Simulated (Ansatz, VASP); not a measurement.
# Two plane-wave programs on Ag

The input INCAR:

```
SYSTEM = Ag
PREC = Accurate
ENCUT = 600
EDIFF = 1E-6
ISMEAR = 0
SIGMA = 0.1
LREAL = .False.
LASPH = .True.
NELM = 100
ALGO = Normal
ISIF = 3
LWAVE = .False.
LCHARG = .False.
GGA = PE
IBRION = 2
NSW = 90
EDIFFG = -0.04
```

Contents of KPOINTS:

```
Automatic mesh
0
Gamma
  6 6 6
  0 0 0
```

Contents of POSCAR:

```
Ag
1.0
    2.6295146812      0.0000000000      0.0000000000
    0.0000000000      2.6295146812      0.0000000000
    0.0000000000      0.0000000000      2.6295146812
Ag
1
Direct
    0.0000000000      0.0000000000      0.0000000000
```

Input for Ansatz:

```yaml
crystal:
  lattice:
    - [2.6295146812, 0.0, 0.0]
    - [0.0, 2.6295146812, 0.0]
    - [0.0, 0.0, 2.6295146812]
  atoms:
    - { symbol: Ag, position: [0.0, 0.0, 0.0] }
basis:
  ecutwfc: 420
kpoints:
  mp_grid: { grid: [6, 6, 6] }
hamiltonian:
  xc: pbe
scf:
  occupations: { method: gaussian, width: 0.1 }
  lower_state_search: "off"
output:
  forces: true
  stress: true
  eigenvalues: true
relax:
  adjacent_minimum: "off"
  f_tol: 0.04
  max_steps: 70
  cell: { stress_tol: 0.4 }
```

Alike in both runs: task relaxation of cell and atoms; functional PBE; k mesh 6 × 6 × 6; occupations gaussian, width 0.1 eV; no spin polarisation.

|  | VASP | Ansatz |
| --- | --- | --- |
| version | VASP 6.6.1 | Ansatz 0.2.0 |
| potentials or method | VASP PAW PBE potentials, release 64 (Ag), cutoff 600 eV | scalar-relativistic, plane waves, PAW |
| valence electrons in the cell | 11 | 19 |

VASP gave:

* gap on the k mesh at the Fermi level, each at its own relaxed structure (eV): none
* relaxed volume (Å³/atom): 20.81
* relaxed length of the cell vector where the two differ most in proportion (Å): 2.750

Estimate Ansatz's values.

gap on the k mesh at the Fermi level, each at its own relaxed structure (eV): none; relaxed volume (Å³/atom): 20.98; relaxed length of the cell vector where the two differ most in proportion (Å): 2.758.

A gap of «none» marks a metal or a gap that the smearing closes. VASP's potentials hold 11 valence electrons a cell and Ansatz's 19, so a difference there can come from the potentials and not from the codes.

The k mesh is coarse, so the values compare programs but aren't converged.
